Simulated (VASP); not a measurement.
## ZnSe (Stilleite): G0W0 quasiparticle levels with PBE

The system is ZnSe (Stilleite).

```
Zn Se
1.0
     0.00000    2.83242    2.83242
     2.83242    0.00000    2.83242
     2.83242    2.83242    0.00000
Zn Se
1 1
Direct
  0.00000 0.00000 0.00000
  0.25000 0.25000 0.25000
```

* Program: VASP 6.6.1
* Task: G0W0 quasiparticle levels
* Functional: PBE
* Potentials or basis: VASP PAW PBE potentials, release 64 (Zn_GW, Se_GW)
* Cutoff: 500 eV
* k mesh: 6 × 6 × 6
* Occupations: gaussian, width 0.01 eV
* Spin: no spin polarisation
* Dipole correction: no
* GW scheme: G0W0
* GW iterations: 1
* Cutoff of the response function: 180
* Frequency points: 48
* Empty bands: 249
* Further INCAR settings: ALGO = EVGW0; EDIFF = 1e-08; NBANDS = 258

The band gap on the k mesh, mean-field level is 1.28 eV, direct. The quasiparticle gap is 2.45 eV and the least direct quasiparticle gap is 2.45 eV.

Levels at points of the mesh, in eV from the valence-band top:
```
           k point  band 5  band 6  band 7  band 8  band 9  band 10  band 11  band 12  band 13
(0.00, 0.00, 0.00)   -6.18   -6.18    0.00    0.00    0.00     1.28     5.80     5.80     5.80
(0.50, 0.00, 0.00)   -6.16   -6.02   -5.24   -0.87   -0.87     2.54     6.38     6.38     8.57
(0.50, 0.50, 0.00)   -6.13   -6.00   -4.76   -2.19   -2.19     2.98     3.46    10.74    11.25
```

Wall time 46 min on 1 thread of Intel(R) Xeon(R) Platinum 8375C CPU @ 2.90GHz (Ice Lake), with other jobs on the host, peak memory 1.5 GiB.

Caveat: bands, screening cutoff and mesh are small and nothing is extrapolated, so the quasiparticle values aren't converged.
